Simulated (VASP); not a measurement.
Set up this calculation in VASP 6.6.1, as the native input.

- Task: single point
- Functional: PBE
- Potentials or basis: VASP PAW PBE potentials, release 64 (Li_sv)
- Cutoff: 520 eV
- k mesh: 12 × 12 × 12
- Occupations: fermi-dirac, width 0.05 eV
- Spin: no spin polarisation
- Dipole correction: no
- Further INCAR settings: ALGO = Normal; EDIFF = 1e-06; NBANDS = 12

The structure of Li lies in POSCAR:

```
Li
1.0
    1.6353337756      0.9865689849      7.6127567996
   -1.4656641558      0.9555590055      7.5817468203
    0.0579793801     -1.7144789905      7.5703963801
Li
3
Direct
    0.0000000000      0.0000000000      0.0000000000
    0.2220000000      0.2220000000      0.2220000000
    0.7780000000      0.7780000000      0.7780000000
```

This cell differs from its parent crystal: equal xy, yz and zx shear strains of +2 %.

The input as run:

INCAR

```
PREC = Accurate
ENCUT = 520
EDIFF = 1E-6
ISMEAR = -1
SIGMA = 0.05
LREAL = False
LASPH = True
NELM = 80
ALGO = Normal
ISIF = 2
LWAVE = False
LCHARG = False
GGA = PE
NBANDS = 12
```

KPOINTS

```
Automatic mesh
0
Gamma
  12 12 12
```

Potentials or basis: VASP PAW PBE potentials, release 64 (Li_sv).

Launch:

```console
$ cat potpaw_PBE.64/Li_sv/POTCAR > POTCAR
$ mpirun -np 1 vasp_std > vasp.out
```

Results of the run:

```
Largest force          : 0.011 eV/Å
Band gap on the k mesh : zero (an odd number of electrons rules out a gap without spin polarisation)
```

Caveat: the cell differs from its parent crystal (equal xy, yz and zx shear strains of +2 %).

It took 24 min on 1 thread of Intel(R) Xeon(R) 6975P-C (Granite Rapids) (shared host), peak memory 0.8 GiB.
